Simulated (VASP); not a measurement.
Input of a VASP 6.6.1 run:

INCAR

```
PREC = Accurate
ENCUT = 520
EDIFF = 1E-6
ISMEAR = 0
SIGMA = 0.15
LREAL = False
LASPH = True
NELM = 60
ALGO = Normal
ISIF = 2
LWAVE = False
LCHARG = False
GGA = PS
IVDW = 12
NBANDS = 16
```

KPOINTS

```
regular mesh
0
Gamma
  21 21 8
```

The input POSCAR:

```
C
1.0
    2.4169347288      0.0000000000      0.0000000000
   -1.2084673644      2.0931268744      0.0000000000
    0.0000000000      0.0000000000      6.3159338333
C
4
Direct
    0.0000000000      0.0000000000      0.0025000000
    0.0000000000      0.0000000000      0.5025000000
    0.3333333333      0.6666666667      0.0025000000
    0.6666666667      0.3333333333      0.5025000000
```

Potentials or basis: VASP PAW PBE potentials, release 64 (C).

Run with:

```bash
$ cat potpaw_PBE.64/C/POTCAR > POTCAR
$ mpirun -np 1 vasp_std > vasp.out
```

Question: Estimate the band gap on the k mesh.

Answer: Zero (bands 8 and 9 overlap by 0.06 eV).

Question: Predict the dispersion energy per atom.

Answer: -0.116 eV.

Stress tensor (GPa, compression positive):
```
26.89  0.00  0.00
 0.00 26.89  0.00
 0.00  0.00  1.75
```

Caveat: the stress differs along the axes, from 2 to 27 GPa; the PAW data sets were made with another functional, which shifts forces and pressure a little.
